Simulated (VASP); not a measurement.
# Al2Cu (P1) in VASP: further runs, part 2 of 3

VASP 6.6.1.

## (4) Single point, r2SCAN

POSCAR

```
Al2Cu
1.0
    4.0866984621      0.0013549814     -0.0100177851
    0.0013549814      4.1025583957      0.0178365925
   -0.0070556074      0.0125624568      2.9085422956
Al Cu
2 1
Direct
    0.4687560276      0.0117958310      0.4766540501
    0.0213922591      0.5074259987      0.4270045301
    0.0251393845      0.0352885078      0.0181625366
```

INCAR.step1

```
PREC = Accurate
ENCUT = 520
ISMEAR = 0
SIGMA = 0.1
LREAL = F
LASPH = T
NELM = 80
NBANDS = 16
GGA = PE
ALGO = Normal
EDIFF = 1E-4
LWAVE = T
LCHARG = F
```

INCAR.step2

```
PREC = Accurate
ENCUT = 520
EDIFF = 1E-6
ISMEAR = 0
SIGMA = 0.1
LREAL = F
LASPH = T
NELM = 80
ALGO = Normal
ISIF = 2
LWAVE = F
LCHARG = F
METAGGA = R2SCAN
LMIXTAU = T
NBANDS = 16
ISTART = 1
```

KPOINTS

```
regular mesh
0
Gamma
  4 4 6
```

Potentials or basis: VASP PAW PBE potentials, release 64 (Al, Cu).

Run with:

```bash
$ cat potpaw_PBE.64/Al/POTCAR potpaw_PBE.64/Cu/POTCAR > POTCAR
$ cp INCAR.step1 INCAR
$ mpirun -np 1 vasp_std > vasp.out
$ cp INCAR.step2 INCAR
$ mpirun -np 1 vasp_std > vasp.out
```

OUTCAR:

```text
PREC = Accurate
   ENCUT = 520
   EDIFF = 1E-6
   ISMEAR = 0
   LREAL = F
   LASPH = T
   NELM = 80
   ISIF = 2
   METAGGA = R2SCAN
   ISTART = 1

 ion  position               nearest neighbor table
   1  0.469  0.012  0.477-   3 2.25   3 2.41   3 2.64   2 2.74   3 2.76   2 2.77   2 3.04   2 3.07

   2  0.021  0.507  0.427-   3 2.28   3 2.46   3 2.58   1 2.74   1 2.77   3 2.78   1 3.04   1 3.07

   3  0.025  0.035  0.018-   1 2.25   2 2.28   1 2.41   2 2.46   2 2.58   1 2.64   1 2.76   2 2.78

  LATTYP: Found a triclinic cell.
 ALAT       =     2.9085779828
 B/A-ratio  =     1.7360885874
 C/A-ratio  =     1.4050546312
 COS(alpha) =     0.0022793445
 COS(beta)  =     0.0048756307
 COS(gamma) =     0.5830481950

  Lattice vectors:

 A1 = (  -0.0070556074,   0.0125624568,   2.9085422956)
 A2 = (  -0.0057006260,   4.1151208525,   2.9263788881)
 A3 = (  -4.0866984621,  -0.0013549814,   0.0100177851)

Analysis of symmetry for initial positions (statically):
=====================================================================
 Subroutine PRICEL returns:
 Original cell was already a primitive cell.

 Routine SETGRP: Setting up the symmetry group for a
 triclinic supercell.

 Subroutine GETGRP returns: Found  1 space group operations
 (whereof  1 operations were pure point group operations)
 out of a pool of  2 trial point group operations.

The static configuration has the point symmetry C_1 .

Analysis of symmetry for dynamics (positions and initial velocities):
=====================================================================
 Subroutine PRICEL returns:
 Original cell was already a primitive cell.

 Routine SETGRP: Setting up the symmetry group for a
 triclinic supercell.

 Subroutine GETGRP returns: Found  1 space group operations
 (whereof  1 operations were pure point group operations)
 out of a pool of  2 trial point group operations.

The dynamic configuration has the point symmetry C_1 .

 Subroutine INISYM returns: Found  1 space group operations
 (whereof  1 operations are pure point group operations),
 and found     1 'primitive' translations

----------------------------------------------------------------------------------------

                                     Primitive cell

  volume of cell :      48.7632

  direct lattice vectors                    reciprocal lattice vectors
     4.086698462  0.001354981 -0.010017785     0.244697785 -0.000083400  0.000593954
     0.001354981  4.102558396  0.017836593    -0.000083400  0.243754945 -0.001053019
    -0.007055607  0.012562457  2.908542296     0.000843315 -0.001495111  0.343823342

  length of vectors
     4.086710965  4.102597393  2.908577983     0.244698520  0.243757234  0.343827627

  position of ions in fractional coordinates (direct lattice)
     0.468756028  0.011795831  0.476654050
     0.021392259  0.507425999  0.427004530
     0.025139385  0.035288508  0.018162537

  ion indices of the primitive-cell ions
   primitive index   ion index
                 1           1
                 2           2
                 3           3

----------------------------------------------------------------------------------------

 KPOINTS: regular mesh

Automatic generation of k-mesh.
 Grid dimensions read from file:
 generate k-points for:    4    4    6

 Generating k-lattice:

  Cartesian coordinates                     Fractional coordinates (reciprocal lattice)
     0.061174446 -0.000020850  0.000148488     0.250000000  0.000000000  0.000000000
    -0.000020850  0.060938736 -0.000263255     0.000000000  0.250000000  0.000000000
     0.000140553 -0.000249185  0.057303890     0.000000000  0.000000000  0.166666667

  Length of vectors
     0.061174630  0.060939308  0.057304604

  Shift w.r.t. Gamma in fractional coordinates (k-lattice)
     0.000000000  0.000000000  0.000000000

 Subroutine IBZKPT returns following result:
 ===========================================

 Found     52 irreducible k-points:

 Following reciprocal coordinates:
            Coordinates               Weight
  0.000000  0.000000  0.000000      1.000000
  0.250000  0.000000  0.000000      2.000000
  0.500000  0.000000  0.000000      1.000000
 -0.000000  0.250000  0.000000      2.000000
  0.250000  0.250000 -0.000000      2.000000
  0.500000  0.250000 -0.000000      2.000000
[... 16 lines left out ...]
  0.000000 -0.250000  0.166667      2.000000
  0.250000 -0.250000  0.166667      2.000000
 [... further k-points ...]
   k-points           NKPTS =     52   k-points in BZ     NKDIM =     52   number of bands    NBANDS=     16
   number of dos      NEDOS =    301   number of ions     NIONS =      3
   total plane-waves  NPLWV =  23040
   dimension x,y,z NGX =    30 NGY =   32 NGZ =   24
   dimension x,y,z NGXF=    60 NGYF=   64 NGZF=   48
   ions per type =               2   1
   NGX,Y,Z   is equivalent  to a cutoff of  12.20, 12.97, 13.72 a.u.
   NGXF,Y,Z  is equivalent  to a cutoff of  24.41, 25.93, 27.44 a.u.
 SYSTEM =  unknown system
   PREC   = accura    normal or accurate (medium, high low for compatibility)
   ISTART =      1    job   : 0-new  1-cont  2-samecut
   ICHARG =      0    charge: 1-file 2-atom 10-const
   ISPIN  =      1    spin polarized calculation?
   LNONCOLLINEAR =      F non collinear calculations
   LSORBIT =      F    spin-orbit coupling
   LASPH  =      T    aspherical Exc in radial PAW
   ENCUT  =  520.0 eV  38.22 Ry    6.18 a.u.   7.60  7.63  5.41*2*pi/ulx,y,z
   NELM   =     80;   NELMIN=  2; NELMDL=  0     # of ELM steps
   EDIFF  = 0.1E-05   stopping-criterion for ELM
   LREAL  =      F    real-space projection
   EDIFFG = 0.1E-04   stopping-criterion for IOM
   NSW    =      0    number of steps for IOM
   IBRION =     -1    ionic relax: 0-MD 1-quasi-New 2-CG
   NFREE  =      0    steps in history (QN), initial steepest desc. (CG)
   ISIF   =      2    stress and relaxation
   ISYM   =      2    0-nonsym 1-usesym 2-fastsym
   POTIM  = 0.5000    time-step for ionic-motion
   TEBEG  =    0.0;   TEEND  =   0.0 temperature during run
   PSTRESS=    0.0 pullay stress
   NELECT =      17.0000    total number of electrons
   NUPDOWN=      -1.0000    fix difference up-down
   EMIN   =  10.00;   EMAX   =-10.00  energy-range for DOS
   EFERMI =   0.00;   METHOD = LEGACY
   ISMEAR =     0;   SIGMA  =   0.10  broadening in eV -4-tet -1-fermi 0-gaus
   EFERMI_NEDOS =   21; number of points for ismear=-14 and -15
   IALGO  =     38    algorithm
   IMIX   =      4    mixing-type and parameters
     AMIX     =   0.40;   BMIX     =  1.00
     AMIX_MAG =   1.60;   BMIX_MAG =  1.00
  volume/ion in A,a.u.               =      16.25       109.69
  Fermi-wavevector in a.u.,A,eV,Ry     =   1.152198  2.177339 18.062556  1.327560
  Thomas-Fermi vector in A             =   2.288851
   LORBIT       =      0    0 simple, 1 ext, 2 COOP (PROOUT), +10 PAW based schemes
   METAGGA = R2SCAN    functional components
   LHFCALC =     F    Hartree Fock is set to
   AEXX    =    0.0000 exact exchange contribution
   IVDW    =     0    specifies the selected vdW correction
   LEPSILON=     F    determine dielectric tensor
   LRPA    =     F    only Hartree local field effects (RPA)
 non-spin polarized calculation
 Gauss-broadening in eV      SIGMA  =   0.10
  energy-cutoff  :      520.00
  volume of cell :       48.76
 maximum number of plane-waves:      1324
   NGX = 15   NGY = 15   NGZ = 11

 number of electron      17.0000009 magnetization

 Free energy of the ion-electron system (eV)
  ---------------------------------------------------
  ext. energy  EPLUGINS =         0.00000000
  ---------------------------------------------------
  free energy    TOTEN  =       -23.97050457 eV

  energy without entropy =      -23.96770424  energy(sigma->0) =      -23.96910441

 E-fermi :   7.0929     XC(G=0): -11.0858

 val. band max:        6.8791042644   @ k =   0.0000   0.5000   0.1667
 cond. band min:       7.0933763382   @ k =  -0.0000   0.0000   0.3333
 fundamental gap:      0.2142720738
 Fermi energy:         7.0928911652

 k-point     1 :       0.0000    0.0000    0.0000
  band No.  band energies     occupation
      1      -4.0439      2.00000
      2       1.3823      2.00000
      3       1.8196      2.00000
      4       2.4525      2.00000
      5       2.6679      2.00000
      6       2.6954      2.00000
[... 8 lines left out ...]
     15      14.5659      0.00000
     16      19.8372      0.00000
[... 419 lines left out ...]
 k-point    24 :       0.2500   -0.2500    0.1667
  band No.  band energies     occupation
      1      -2.4343      2.00000
      2       1.0818      2.00000
      3       1.6622      2.00000
      4       2.2176      2.00000
      5       2.3572      2.00000
      6       2.4074      2.00000
[... 8 lines left out ...]
     15      15.9036      0.00000
     16      17.2298      0.00000

 [... further k-points ...]
[... 5 lines left out ...]
  --------------------------------------------------------------------------------------
  -------------------------------------------------------------------------------------
  Total        0.4402715      0.4752983      0.8591029     -0.2532569      0.4736286      0.9010293
  in kB       14.4656900     15.6165436     28.2269420     -8.3210838     15.5616808     29.6044856
  external PRESSURE =      19.4363919 kB  Pullay stress =       0.0000000 kB

 VOLUME and BASIS-vectors are now :
 -----------------------------------------------------------------------------
  energy-cutoff  :      520.00
  volume of cell :       48.76
      direct lattice vectors                 reciprocal lattice vectors
     4.086698462  0.001354981 -0.010017785     0.244697785 -0.000083400  0.000593954
     0.001354981  4.102558396  0.017836593    -0.000083400  0.243754945 -0.001053019
    -0.007055607  0.012562457  2.908542296     0.000843315 -0.001495111  0.343823342

 POSITION                                       TOTAL-FORCE (eV/Angst)
 -----------------------------------------------------------------------------------
      1.91232      0.05502      1.38188         2.175225     -0.088281      0.517415
      0.08510      2.08714      1.25080        -0.467984      0.920231      0.849275
      0.10266      0.14504      0.05320        -1.707241     -0.831950     -1.366690
 -----------------------------------------------------------------------------------
    total drift:                                0.006433      0.005457      0.000455

  FREE ENERGIE OF THE ION-ELECTRON SYSTEM (eV)
  ---------------------------------------------------
  free  energy   TOTEN  =       -23.9705045656 eV

  energy  without entropy=      -23.9677042447  energy(sigma->0) =      -23.96910441
```

OUTCAR.step1:

```text
PREC = Accurate
   ENCUT = 520
   ISMEAR = 0
   LREAL = F
[... 688 lines left out ...]
      1.91232      0.05502      1.38188         2.223341     -0.105935      0.529099
      0.08510      2.08714      1.25080        -0.470703      0.947232      0.836001
      0.10266      0.14504      0.05320        -1.752637     -0.841297     -1.365100
 -----------------------------------------------------------------------------------
    total drift:                               -0.001594      0.000519     -0.000824

  FREE ENERGIE OF THE ION-ELECTRON SYSTEM (eV)
  ---------------------------------------------------
  free  energy   TOTEN  =       -10.8518714483 eV

  energy  without entropy=      -10.8492982232  energy(sigma->0) =      -10.85058484
```

Run time: 3.1 min. Hardware: 1 thread of Intel Xeon 8259CL, shared host; peak memory 0.19 GiB.

What came out:

```yaml
Free_energy: -23.9705 eV
Pressure: 1.9 GPa
Largest_force: 2.340 eV/Å
```

Forces on the atoms (eV/Å):
```
Al   2.175 -0.088  0.517
Al  -0.468  0.920  0.849
Cu  -1.707 -0.832 -1.367
```

Stress tensor (GPa, compression positive):
```
 1.45 -0.83  2.96
-0.83  1.56  1.56
 2.96  1.56  2.82
```

Caveat: the k points lie up to 0.38 Å⁻¹ apart; the PAW data sets were made with another functional, which shifts forces and pressure a little.

[end of part 2 of 3]
